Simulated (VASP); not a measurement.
Wanted: the native input for a VASP 6.6.1 run.

```yaml
Task: single point
Functional: PBE
Potentials_or_basis: VASP PAW PBE potentials, release 64 (Sr_sv, Ti_sv, O)
Cutoff: 520 eV
k_mesh: 8 × 8 × 8
Occupations: gaussian, width 0.05 eV
Spin: no spin polarisation
Dipole_correction: no
Further_INCAR_settings: ALGO = Normal; EDIFF = 1e-06; NBANDS = 28
```

The structure of SrTiO3 lies in POSCAR:

```
SrTiO3
1.0
    3.9364094381      0.0000000000      0.0000000000
    0.0000000000      3.9364094381      0.0000000000
    0.0000000000      0.0000000000      3.9364094381
Sr Ti O
1 1 3
Direct
   -0.0472786463      0.0000000000      0.0000000000
    0.5617574197      0.5000000000      0.5000000000
    0.0154510240      0.5000000000      0.5000000000
    0.5293521985      0.0000000000      0.5000000000
    0.5293521985      0.5000000000      0.0000000000
```

This cell differs from its parent crystal: mode 1 frozen in at -0.019 Å and mode 7 at -0.230 Å (largest displacements).

One way to write it, as run:

INCAR

```
SYSTEM = SrTiO3
  PREC = Accurate
  ENCUT = 520
  EDIFF = 1E-6
  ISMEAR = 0
  SIGMA = 0.05
  LREAL = .FALSE.
  LASPH = .TRUE.
  NELM = 60
  ALGO = Normal
  ISIF = 2
  LWAVE = .FALSE.
  LCHARG = .TRUE.
  GGA = PE
  LELF = .TRUE.
  LVHAR = .TRUE.
  NBANDS = 28
```

KPOINTS

```
Automatic mesh
0
G
  8 8 8
  0 0 0
```

Potentials or basis: VASP PAW PBE potentials, release 64 (Sr_sv, Ti_sv, O).

Launch:

```console
$ cat potpaw_PBE.64/Sr_sv/POTCAR potpaw_PBE.64/Ti_sv/POTCAR potpaw_PBE.64/O/POTCAR > POTCAR
$ mpirun -np 1 vasp_std > vasp.out
```

It gave:

| Item | Value |
| --- | --- |
| Pressure | 5.7 GPa |
| Largest force | 1.810 eV/Å |
| Band gap on the k mesh | 1.91 eV, indirect (least direct gap 2.38 eV) |

Caveat: the cell differs from its parent crystal (mode 1 frozen in at -0.019 Å and mode 7 at -0.230 Å (largest displacements)); forces of over 1 eV/Å act on the atoms, so gaps and moduli don't describe the material at rest.

Wall time 85 s on 1 thread of Intel(R) Xeon(R) Platinum 8488C (Sapphire Rapids), on a shared host, peak memory 0.26 GiB.
